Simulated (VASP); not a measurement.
# Cu (Cmcm) in VASP: relaxation of the atoms with LDA

Aim: the relaxation of the atoms of Cu with LDA.

Program: VASP 6.6.1. These are calculated values, not measurements. Logs are shortened: lines on timing, memory, paths and dates and some standing lists are left out, and cuts for length are marked.

### Step 1. The cell of the first run

It takes space group Cmcm (No. 63, orthorhombic). The conventional cell has a = 2.682 Å, b = 4.037 Å, c = 4.037 Å, α = 90.00°, β = 90.00°, γ = 90.00°. Cu (site symmetry m2m) has 14 Cu at 2.42 to 3.16 Å within 3.2 Å.

### Step 2. Relaxation of the atoms, LDA

Contents of INCAR:

```
PREC     = Accurate       # precision mode
ENCUT    = 520            # plane-wave cutoff, eV
EDIFF    = 1E-6           # SCF threshold, eV
ISMEAR   = 0              # smearing method
SIGMA    = 0.15           # smearing width, eV
LREAL    = F              # projectors in reciprocal space
LASPH    = T              # aspherical terms in the spheres
NELM     = 80             # most SCF steps
ALGO     = Fast           # electronic algorithm
ISIF     = 2              # what is computed and relaxed
LWAVE    = F              # write WAVECAR
LCHARG   = F              # write CHGCAR
GGA      = CA             # functional
IBRION   = 2              # ionic algorithm
NSW      = 70             # ionic steps
EDIFFG   = -0.01          # ionic threshold
KPAR     = 4
```

Contents of KPOINTS:

```
Automatic mesh
0
Gamma
  20 20 12
```

Contents of POSCAR:

```
Cu
1.0
   -1.4273957350      1.4273957350      1.3410790631
    1.4273957350     -1.4273957350      1.3410790631
    2.8547914700      2.8547914700      0.0000000000
Cu
2
Direct
    0.0517674649     -0.0517674649      0.0000000000
    0.4482325351      0.5517674649      0.5000000000
```

Potentials or basis: VASP PAW LDA potentials, release 64 (Cu).

Run with:

```sh
> cat potpaw_LDA.64/Cu/POTCAR > POTCAR
> mpirun -np 4 vasp_std > vasp.out
```

OUTCAR:

```text
PREC = Accurate
   ENCUT = 520
   EDIFF = 1E-6
   ISMEAR = 0
   LREAL = F
   LASPH = T
   NELM = 80
   ISIF = 2
   GGA = CA
   IBRION = 2
   NSW = 70
   EDIFFG = -0.01

 ion  position               nearest neighbor table
   1  0.052  0.948  0.000-   2 2.46   2 2.46   2 2.46   2 2.46   2 2.58   2 2.58
   2  0.448  0.552  0.500-   1 2.46   1 2.46   1 2.46   1 2.46   1 2.58   1 2.58

  LATTYP: Found a base centered orthorhombic cell.
 ALAT       =     2.6821581262
 B/A-ratio  =     1.5052374337
 C/A-ratio  =     1.5052374337

  Lattice vectors:

 A1 = (  -1.4273957350,   1.4273957350,   1.3410790631)
 A2 = (   1.4273957350,  -1.4273957350,   1.3410790631)
 A3 = (   2.8547914700,   2.8547914700,   0.0000000000)

Analysis of symmetry for initial positions (statically):
=====================================================================
 Subroutine PRICEL returns:
 Original cell was already a primitive cell.

 Routine SETGRP: Setting up the symmetry group for a
 base centered orthorhombic supercell.

 Subroutine GETGRP returns: Found  8 space group operations
 (whereof  4 operations were pure point group operations)
 out of a pool of  8 trial point group operations.

The static configuration has the point symmetry C_2v.
 The point group associated with its full space group is D_2h.

Analysis of symmetry for dynamics (positions and initial velocities):
=====================================================================
 Subroutine PRICEL returns:
 Original cell was already a primitive cell.

 Routine SETGRP: Setting up the symmetry group for a
 base centered orthorhombic supercell.

 Subroutine GETGRP returns: Found  8 space group operations
 (whereof  4 operations were pure point group operations)
 out of a pool of  8 trial point group operations.

The dynamic configuration has the point symmetry C_2v.
 The point group associated with its full space group is D_2h.

 Subroutine INISYM returns: Found  8 space group operations
 (whereof  4 operations are pure point group operations),
 and found     1 'primitive' translations

----------------------------------------------------------------------------------------

                                     Primitive cell

  volume of cell :      21.8591

  direct lattice vectors                    reciprocal lattice vectors
    -1.427395735  1.427395735  1.341079063    -0.175144141  0.175144141  0.372834096
     1.427395735 -1.427395735  1.341079063     0.175144141 -0.175144141  0.372834096
     2.854791470  2.854791470  0.000000000     0.175144141  0.175144141  0.000000000

  length of vectors
     2.423511960  2.423511960  4.037284815     0.447611666  0.447611666  0.247691220

  position of ions in fractional coordinates (direct lattice)
     0.051767465  0.948232535  0.000000000
     0.448232535  0.551767465  0.500000000

  ion indices of the primitive-cell ions
   primitive index   ion index
                 1           1
                 2           2

----------------------------------------------------------------------------------------

 KPOINTS: Automatic mesh

Automatic generation of k-mesh.
 Grid dimensions read from file:
 generate k-points for:   20   20   12

 Generating k-lattice:

  Cartesian coordinates                     Fractional coordinates (reciprocal lattice)
    -0.008757207  0.008757207  0.018641705     0.050000000  0.000000000  0.000000000
     0.008757207 -0.008757207  0.018641705     0.000000000  0.050000000  0.000000000
     0.014595345  0.014595345  0.000000000     0.000000000  0.000000000  0.083333333

  Length of vectors
     0.022380583  0.022380583  0.020640935

  Shift w.r.t. Gamma in fractional coordinates (k-lattice)
     0.000000000  0.000000000  0.000000000

 Subroutine IBZKPT returns following result:
 ===========================================

 Found    777 irreducible k-points:

 Following reciprocal coordinates:
            Coordinates               Weight
  0.000000  0.000000  0.000000      1.000000
  0.050000  0.000000  0.000000      4.000000
  0.100000  0.000000  0.000000      4.000000
  0.150000  0.000000  0.000000      4.000000
  0.200000  0.000000  0.000000      4.000000
  0.250000  0.000000  0.000000      4.000000
[... 16 lines left out ...]
 -0.400000  0.050000  0.000000      4.000000
 -0.350000  0.050000  0.000000      4.000000
 [... further k-points ...]
   k-points           NKPTS =    777   k-points in BZ     NKDIM =    777   number of bands    NBANDS=     15
   number of dos      NEDOS =    301   number of ions     NIONS =      2
   total plane-waves  NPLWV =   9720
   dimension x,y,z NGX =    18 NGY =   18 NGZ =   30
   dimension x,y,z NGXF=    36 NGYF=   36 NGZF=   60
   ions per type =               2
   NGX,Y,Z   is equivalent  to a cutoff of  12.35, 12.35, 12.35 a.u.
   NGXF,Y,Z  is equivalent  to a cutoff of  24.69, 24.69, 24.71 a.u.
 SYSTEM =  unknown system
   PREC   = accura    normal or accurate (medium, high low for compatibility)
   ISTART =      0    job   : 0-new  1-cont  2-samecut
   ICHARG =      2    charge: 1-file 2-atom 10-const
   ISPIN  =      1    spin polarized calculation?
   LNONCOLLINEAR =      F non collinear calculations
   LSORBIT =      F    spin-orbit coupling
   LASPH  =      T    aspherical Exc in radial PAW
   ENCUT  =  520.0 eV  38.22 Ry    6.18 a.u.   4.51  4.51  7.51*2*pi/ulx,y,z
   NELM   =     80;   NELMIN=  2; NELMDL= -5     # of ELM steps
   EDIFF  = 0.1E-05   stopping-criterion for ELM
   LREAL  =      F    real-space projection
   EDIFFG = -.1E-01   stopping-criterion for IOM
   NSW    =     70    number of steps for IOM
   IBRION =      2    ionic relax: 0-MD 1-quasi-New 2-CG
   NFREE  =      1    steps in history (QN), initial steepest desc. (CG)
   ISIF   =      2    stress and relaxation
   ISYM   =      2    0-nonsym 1-usesym 2-fastsym
   POTIM  = 0.5000    time-step for ionic-motion
   TEBEG  =    0.0;   TEEND  =   0.0 temperature during run
   PSTRESS=    0.0 pullay stress
   NELECT =      22.0000    total number of electrons
   NUPDOWN=      -1.0000    fix difference up-down
   EMIN   =  10.00;   EMAX   =-10.00  energy-range for DOS
   EFERMI =   0.00;   METHOD = LEGACY
   ISMEAR =     0;   SIGMA  =   0.15  broadening in eV -4-tet -1-fermi 0-gaus
   EFERMI_NEDOS =   21; number of points for ismear=-14 and -15
   IALGO  =     68    algorithm
   IMIX   =      4    mixing-type and parameters
     AMIX     =   0.40;   BMIX     =  1.00
     AMIX_MAG =   1.60;   BMIX_MAG =  1.00
  volume/ion in A,a.u.               =      10.93        73.76
  Fermi-wavevector in a.u.,A,eV,Ry     =   1.640607  3.100298 36.621342  2.691593
  Thomas-Fermi vector in A             =   2.731217
   LORBIT       =      0    0 simple, 1 ext, 2 COOP (PROOUT), +10 PAW based schemes
   GGA     = CA    functional components
   LHFCALC =     F    Hartree Fock is set to
   AEXX    =    0.0000 exact exchange contribution
   IVDW    =     0    specifies the selected vdW correction
   LEPSILON=     F    determine dielectric tensor
   LRPA    =     F    only Hartree local field effects (RPA)
 conjugate gradient relaxation of ions
 non-spin polarized calculation
 RMM-DIIS sequential band-by-band and
 Gauss-broadening in eV      SIGMA  =   0.15
  energy-cutoff  :      520.00
  volume of cell :       21.86
 maximum number of plane-waves:       607
 NGX is ok and might be reduce to    18
   NGX =  9   NGY =  9   NGZ = 15

 number of electron      22.0000014 magnetization

 Free energy of the ion-electron system (eV)
  ---------------------------------------------------
  ext. energy  EPLUGINS =         0.00000000
  ---------------------------------------------------
  free energy    TOTEN  =        -9.35327904 eV

  energy without entropy =       -9.34535209  energy(sigma->0) =       -9.34931556

 E-fermi :   8.3480     XC(G=0): -13.5608

 val. band max:        8.3452999935   @ k =   0.5000   0.2000   0.0833
 cond. band min:       8.3490283477   @ k =   0.2000   0.0500   0.2500
 fundamental gap:      0.0037283542
 Fermi energy:         8.3479796538

 k-point     1 :       0.0000    0.0000    0.0000
  band No.  band energies     occupation
      1      -1.5994      2.00000
      2       2.7827      2.00000
      3       4.4391      2.00000
      4       4.9580      2.00000
      5       4.9612      2.00000
      6       5.2688      2.00000
      7       5.7338      2.00000
      8       5.8460      2.00000
      9       5.9577      2.00000
     10       6.3622      2.00000
     11       6.7023      2.00000
     12       7.2565      2.00000
     13      12.6417      0.00000
     14      28.0832      0.00000
     15      28.4849      0.00000

 k-point     2 :       0.0500    0.0000    0.0000
  band No.  band energies     occupation
      1      -1.5195      2.00000
      2       2.8299      2.00000
      3       4.4353      2.00000
      4       4.9512      2.00000
      5       4.9931      2.00000
      6       5.2538      2.00000
      7       5.7373      2.00000
      8       5.8540      2.00000
      9       5.9312      2.00000
     10       6.1762      2.00000
     11       6.5262      2.00000
     12       7.7105      2.00000
     13      12.6613      0.00000
     14      27.3079      0.00000
     15      28.2231      0.00000
[... 365 lines left out ...]
      3       3.8966      2.00000
      4       4.4275      2.00000
      5       4.7952      2.00000
      6       4.9185      2.00000
      7       5.4666      2.00000
      8       6.2571      2.00000
      9       6.3825      2.00000
     10       6.5625      2.00000
     11       6.9488      2.00000
     12      12.3257      0.00000
     13      14.2509      0.00000
     14      15.4581      0.00000
     15      21.8469      0.00000

 k-point    24 :      -0.3500    0.0500    0.0000
  band No.  band energies     occupation
      1       1.5567      2.00000
      2       3.7087      2.00000
      3       4.0375      2.00000
      4       4.4010      2.00000
      5       4.8151      2.00000
      6       4.8831      2.00000
      7       5.5229      2.00000
      8       6.1422      2.00000
      9       6.2338      2.00000
     10       6.4686      2.00000
     11       6.5697      2.00000
     12      13.0591      0.00000
     13      13.4231      0.00000
     14      15.4711      0.00000
     15      23.3637      0.00000

 [... further k-points ...]

------------------------ aborting loop because EDIFF is reached ----------------------------------------

  FORCE on cell =-STRESS in cart. coord.  units (eV):
  Direction    XX          YY          ZZ          XY          YZ          ZX
  --------------------------------------------------------------------------------------
  -------------------------------------------------------------------------------------
  Total        0.3092832      0.3092832     -0.2184237     -0.2834820      0.0000000      0.0000000
  in kB       22.6690763     22.6690763    -16.0094769    -20.7779638      0.0000000      0.0000000
  external PRESSURE =       9.7762252 kB  Pullay stress =       0.0000000 kB

 VOLUME and BASIS-vectors are now :
 -----------------------------------------------------------------------------
  energy-cutoff  :      520.00
  volume of cell :       21.86
      direct lattice vectors                 reciprocal lattice vectors
    -1.427395735  1.427395735  1.341079063    -0.175144141  0.175144141  0.372834096
     1.427395735 -1.427395735  1.341079063     0.175144141 -0.175144141  0.372834096
     2.854791470  2.854791470  0.000000000     0.175144141  0.175144141  0.000000000

 POSITION                                       TOTAL-FORCE (eV/Angst)
 -----------------------------------------------------------------------------------
      1.27961     -1.27961      1.34108        -0.004687      0.004687      0.000000
      1.57518      1.27961      1.34108         0.004687     -0.004687      0.000000
 -----------------------------------------------------------------------------------
    total drift:                               -0.000000     -0.000000      0.000000

  FREE ENERGIE OF THE ION-ELECTRON SYSTEM (eV)
  ---------------------------------------------------
  free  energy   TOTEN  =        -9.3532790383 eV

  energy  without entropy=       -9.3453520873  energy(sigma->0) =       -9.34931556

 reached required accuracy - stopping structural energy minimisation
```

It took 99 s on 4 MPI ranks of Oxide Virtual Turin-like, shared host; peak memory 0.28 GiB.

Results:

* Free energy: -9.3533 eV
* Pressure after relaxing: 1.0 GPa
* Largest force after relaxing: 0.007 eV/Å
* Band gap on the k mesh: zero (bands 11 and 12 overlap by 6.40 eV)

Forces on the atoms (eV/Å):
```
Cu  -0.005  0.005  0.000
Cu   0.005 -0.005  0.000
```

Final structure:
```
Cu
1.0
    -1.42740    1.42740    1.34108
     1.42740   -1.42740    1.34108
     2.85479    2.85479    0.00000
Cu
2
Direct
  0.05177 0.94823 0.00000
  0.44823 0.55177 0.50000
```

Caveat: the relaxation stopped at its first step, so nothing moved.
